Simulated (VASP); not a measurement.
Input of a VASP 6.6.1 run:

Contents of INCAR:

```
ALGO     = Normal         # electronic algorithm
EDIFF    = 1E-7           # SCF threshold, eV
EDIFFG   = -0.08          # ionic threshold
ENCUT    = 700            # plane-wave cutoff, eV
GGA      = PE             # functional
GGA_COMPAT= F            
IBRION   = 2              # ionic algorithm
ISIF     = 3              # what is computed and relaxed
ISMEAR   = 0              # smearing method
LASPH    = T              # aspherical terms in the spheres
LCHARG   = F              # write CHGCAR
LREAL    = F              # projectors in reciprocal space
LWAVE    = F              # write WAVECAR
NELM     = 120            # most SCF steps
NELMIN   = 4            
NSW      = 36             # ionic steps
PREC     = Accurate       # precision mode
SIGMA    = 0.2            # smearing width, eV
```

Contents of KPOINTS:

```
k-points
0
Gamma
  4 4 2
```

The input POSCAR:

```
Cd3O2
1.0
    5.3922960200      0.0000000000      0.0000000000
   -2.6961480100      4.6698653400      0.0000000000
    0.0000000000      0.0000000000      7.8637645800
Cd O
6 4
Direct
    0.0000000000      0.0000000000      0.3688336500
    0.0000000000      0.0000000000      0.6311663500
    0.3333333300      0.6666666700      0.0000000000
    0.6666666700      0.3333333300      0.0000000000
    0.3333333300      0.6666666700      0.5000000000
    0.6666666700      0.3333333300      0.5000000000
    0.3333333300      0.6666666700      0.2480171300
    0.3333333300      0.6666666700      0.7519828700
    0.6666666700      0.3333333300      0.7519828700
    0.6666666700      0.3333333300      0.2480171300
```

Potentials or basis: VASP PAW PBE potentials, release 64 (Cd_sv_GW, O).

The run is started by

```console
$ cat potpaw_PBE.64/Cd_sv_GW/POTCAR potpaw_PBE.64/O/POTCAR > POTCAR
$ mpirun -np 1 vasp_std > vasp.out
```

Question: Predict the relaxed cell.

Answer: a = 5.505 Å, b = 5.505 Å, c = 8.006 Å, α = 90.00°, β = 90.00°, γ = 120.00°.

Question: What does it give for the space group after relaxing (to 0.1 Å)?

Answer: P6/mmm (No. 191).

Question: Estimate the band gap on the k mesh.

Answer: 0.07 eV (least direct gap 0.19 eV).

Final structure:
```xyz
10
Lattice="5.5055 0.0000 0.0000 -2.7527 4.7679 0.0000 0.0000 0.0000 8.0064" Properties=species:S:1:pos:R:3 pbc="T T T"
Cd    0.0000    0.0000    2.4749
Cd    0.0000    0.0000    5.5315
Cd    0.0000    3.1786    0.0000
Cd    2.7527    1.5893    0.0000
Cd    0.0000    3.1786    4.0032
Cd    2.7527    1.5893    4.0032
O     0.0000    3.1786    1.9957
O     0.0000    3.1786    6.0107
O     2.7527    1.5893    6.0107
O     2.7527    1.5893    1.9957
```

 A k mesh can miss the band edges.
